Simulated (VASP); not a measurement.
The system is BaS.

```xyz
2
Lattice="3.9656 0.0000 0.0000 0.0000 3.8338 0.0000 0.0000 0.0000 3.8338" Properties=species:S:1:pos:R:3 pbc="T T T"
Ba    0.0000    0.0000    0.0000
S     1.9828    1.9169    1.9169
```

This cell differs from its parent crystal: uniaxial x strain +3.4%.

Base run:

```yaml
Program: VASP 6.6.1
Functional: HSE06
Potentials_or_basis: VASP PAW PBE potentials, release 64 (Ba_sv, S)
Cutoff: 520 eV
k_mesh: 4 × 4 × 4
Occupations: gaussian, width 0.01 eV
Spin: no spin polarisation
```

Its results: band gap on the k mesh 2.27 eV (least direct gap 2.42 eV); pressure -1.1 GPa.

Problem. The run is repeated on the same cell with these changes: functional from HSE06 to r2SCAN; k mesh from 4 × 4 × 4 to 6 × 6 × 6. What comes out?

Solution. Band gap on the k mesh 1.75 eV (least direct gap 1.87 eV); pressure -0.7 GPa.

Several settings changed at once.

Caveats: the structure was generated, so it needn't be the stable form of BaS; the PAW data sets were made with another functional, which shifts forces and pressure a little; spin-orbit coupling is left out, which moves the levels of the heavy elements.

A k mesh can miss the band edges.
